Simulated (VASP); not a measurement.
Write the native input for VASP 6.6.1 that does the following.

| Quantity | Value |
| --- | --- |
| Task | single point |
| Functional | PBE |
| Potentials or basis | VASP PAW PBE potentials, release 64 (Cu) |
| Cutoff | 520 eV |
| k mesh | 12 × 12 × 12 |
| Occupations | gaussian, width 0.15 eV |
| Spin | no spin polarisation |
| Dipole correction | no |
| Further INCAR settings | ALGO = Fast; EDIFF = 1e-07; NBANDS = 54 |

The structure of Cu lies in POSCAR:

```
Cu
1.0
   -3.6150000000      3.6150000000      0.0000000000
   -3.6150000000      0.0000000000      3.6150000000
    0.0000000000      3.6150000000      3.6150000000
Cu
8
Direct
   -0.0248962656     -0.0248962656      0.0248962656
    0.5000000000      0.0000000000      0.0000000000
    0.0000000000      0.5000000000      0.0000000000
    0.0000000000      0.0000000000      0.5000000000
    0.5000000000      0.5000000000      0.0000000000
    0.5000000000      0.0000000000      0.5000000000
    0.0000000000      0.5000000000      0.5000000000
    0.5000000000      0.5000000000      0.5000000000
```

This cell differs from its parent crystal: atom 1 (Cu) moved +0.180 Å towards its neighbour atom 8 (Cu) at 3.615 Å.

These files were run (other wordings do the same):

INCAR

```
SYSTEM = Cu
  PREC = Accurate
  ENCUT = 520
  EDIFF = 1E-7
  ISMEAR = 0
  SIGMA = 0.15
  LREAL = .FALSE.
  LASPH = .TRUE.
  NELM = 100
  ALGO = Fast
  ISIF = 2
  LWAVE = .FALSE.
  LCHARG = .FALSE.
  GGA = PE
  NBANDS = 54
```

KPOINTS

```
regular mesh
0
G
  12 12 12
  0 0 0
```

Potentials or basis: VASP PAW PBE potentials, release 64 (Cu).

Run with:

```bash
$ cat potpaw_PBE.64/Cu/POTCAR > POTCAR
$ mpirun -np 1 vasp_std > vasp.out
```

It gave:

The pressure is 3.0 GPa. The largest force is 1.286 eV/Å. The band gap on the k mesh is zero (bands 44 and 45 overlap by 1.85 eV).

Caveat: the cell differs from its parent crystal (atom 1 (Cu) moved +0.180 Å towards its neighbour atom 8 (Cu) at 3.615 Å); forces of over 1 eV/Å act on the atoms, so gaps and moduli don't describe the material at rest.

It took 10 min on 1 thread of Intel(R) Xeon(R) 6975P-C (Granite Rapids) (shared host), peak memory 0.65 GiB.
